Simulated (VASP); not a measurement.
# RbNa3Te2 (P-6m2) in VASP: notebook, part 2 of 2

VASP 6.6.1.

### 3 Single point, PBE

This run uses another cell than the first one, of 31.47 Å³/atom, 1.106 times its volume.

INCAR reads:

```
SYSTEM = RbNa3Te2
PREC     = Accurate       ! precision mode
ENCUT    = 520            ! plane-wave cutoff, eV
EDIFF    = 1E-7           ! SCF threshold, eV
ISMEAR   = 0              ! smearing method
SIGMA    = 0.02           ! smearing width, eV
LREAL    = .FALSE.        ! projectors in reciprocal space
LASPH    = .TRUE.         ! aspherical terms in the spheres
NELM     = 100            ! most SCF steps
ALGO     = Normal         ! electronic algorithm
ISIF     = 2              ! what is computed and relaxed
LWAVE    = .FALSE.        ! write WAVECAR
LCHARG   = .FALSE.        ! write CHGCAR
GGA      = PE             ! functional
NBANDS   = 30             ! bands
```

KPOINTS reads:

```
regular mesh
0
G
  12 12 4
  0 0 0
```

POSCAR reads:

```
RbNa3Te2
1.0
    5.1353876238      0.0000000000      0.0000000000
   -2.5676938119      4.4473761405      0.0000000000
    0.0000000000      0.0000000000      8.2665953701
Rb Na Te
1 3 2
Direct
    0.0000000000      0.0000000000      0.0000000000
    0.0000000000      0.0000000000      0.5000000000
    0.3333333333      0.6666666667      0.0000000000
    0.3333333333      0.6666666667      0.5000000000
    0.6666666667      0.3333333333      0.2604319107
    0.6666666667      0.3333333333      0.7395680893
```

Potentials or basis: VASP PAW PBE potentials, release 64 (Rb_sv, Na_pv, Te).

Launch:

```sh
> cat potpaw_PBE.64/Rb_sv/POTCAR potpaw_PBE.64/Na_pv/POTCAR potpaw_PBE.64/Te/POTCAR > POTCAR
> mpirun -np 1 vasp_std > vasp.out
```

OUTCAR:

```text
SYSTEM = RbNa3Te2
   PREC = Accurate
   ENCUT = 520
   EDIFF = 1E-7
   ISMEAR = 0
   LREAL = .FALSE.
   LASPH = .TRUE.
   NELM = 100
   ISIF = 2
   GGA = PE

 ion  position               nearest neighbor table
   1  0.000  0.000  0.000-   3 2.96   3 2.96   3 2.96   6 3.66   5 3.66   6 3.66   5 3.66   6 3.66
                             5 3.66   2 4.13   2 4.13
   2  0.000  0.000  0.500-   1 4.13   1 4.13
   3  0.333  0.667  0.000-   1 2.96   1 2.96   1 2.96
   4  0.333  0.667  0.500-
   5  0.667  0.333  0.260-   1 3.66   1 3.66   1 3.66
   6  0.667  0.333  0.740-   1 3.66   1 3.66   1 3.66

[... 999 lines left out ...]
  -------------------------------------------------------------------------------------
  Total        0.0728177      0.0728177      0.0532361      0.0000000     -0.0000000      0.0000000
  in kB        0.6179365      0.6179365      0.4517654      0.0000000     -0.0000000      0.0000000
  external PRESSURE =       0.5625461 kB  Pullay stress =       0.0000000 kB

 VOLUME and BASIS-vectors are now :
 -----------------------------------------------------------------------------
  energy-cutoff  :      520.00
  volume of cell :      188.80
      direct lattice vectors                 reciprocal lattice vectors
     5.135387624  0.000000000  0.000000000     0.194727268  0.112425840  0.000000000
    -2.567693812  4.447376141  0.000000000     0.000000000  0.224851681  0.000000000
     0.000000000  0.000000000  8.266595370     0.000000000  0.000000000  0.120968785

 POSITION                                       TOTAL-FORCE (eV/Angst)
 -----------------------------------------------------------------------------------
      0.00000      0.00000      0.00000         0.000000     -0.000000     -0.000000
      0.00000      0.00000      4.13330         0.000000     -0.000000     -0.000000
     -0.00000      2.96492      0.00000        -0.000000      0.000000     -0.000000
     -0.00000      2.96492      4.13330         0.000000      0.000000     -0.000000
      2.56769      1.48246      2.15289        -0.000000     -0.000000     -0.000043
      2.56769      1.48246      6.11371        -0.000000     -0.000000      0.000043
 -----------------------------------------------------------------------------------
    total drift:                               -0.000003      0.000002     -0.000000

  FREE ENERGIE OF THE ION-ELECTRON SYSTEM (eV)
  ---------------------------------------------------
  free  energy   TOTEN  =       -14.7555000805 eV

  energy  without entropy=      -14.7555000805  energy(sigma->0) =      -14.75550008
```

OSZICAR:

```text
N       E                     dE             d eps       ncg     rms          rms(c)
DAV:   1     0.350341778000E+03    0.35034E+03   -0.19497E+04  3420   0.133E+03
DAV:   2     0.173001013702E+02   -0.33304E+03   -0.32116E+03  3634   0.334E+02
DAV:   3    -0.143580805868E+02   -0.31658E+02   -0.31322E+02  4138   0.113E+02
DAV:   4    -0.156479433155E+02   -0.12899E+01   -0.12865E+01  5252   0.212E+01
DAV:   5    -0.156939339261E+02   -0.45991E-01   -0.45973E-01  4784   0.324E+00    0.492E+00
DAV:   6    -0.149160030413E+02    0.77793E+00   -0.10377E+00  4294   0.432E+00    0.323E+00
DAV:   7    -0.147611987322E+02    0.15480E+00   -0.87522E-01  5126   0.312E+00    0.166E+00
DAV:   8    -0.147592930807E+02    0.19057E-02   -0.12710E-01  3924   0.161E+00    0.413E-01
DAV:   9    -0.147553146152E+02    0.39785E-02   -0.15222E-02  4282   0.610E-01    0.146E-01
DAV:  10    -0.147554849284E+02   -0.17031E-03   -0.13473E-03  5436   0.156E-01    0.622E-02
DAV:  11    -0.147555032867E+02   -0.18358E-04   -0.22520E-04  4980   0.850E-02    0.190E-02
DAV:  12    -0.147554994920E+02    0.37946E-05   -0.20044E-05  5180   0.309E-02    0.926E-03
DAV:  13    -0.147554998618E+02   -0.36982E-06   -0.19669E-06  4738   0.101E-02    0.400E-03
DAV:  14    -0.147554999744E+02   -0.11260E-06   -0.17072E-07  3840   0.254E-03    0.216E-03
DAV:  15    -0.147555000750E+02   -0.10052E-06   -0.84123E-08  3044   0.165E-03    0.315E-04
DAV:  16    -0.147555000805E+02   -0.54861E-08   -0.17202E-08  2592   0.114E-03
   1 F= -.14755500E+02 E0= -.14755500E+02  d E =-.148826E-13
```

Wall time 3.1 min (1 thread of Intel Xeon 6975P-C (Granite Rapids), shared host); peak memory 0.49 GiB.

What came out:

```yaml
Free_energy: -14.7555 eV
Pressure: 0.1 GPa
Band_gap_on_the_k_mesh: 0.25 eV, indirect (least direct gap 0.30 eV)
```

Caveat: spin-orbit coupling is left out, which moves the levels of the heavy elements.
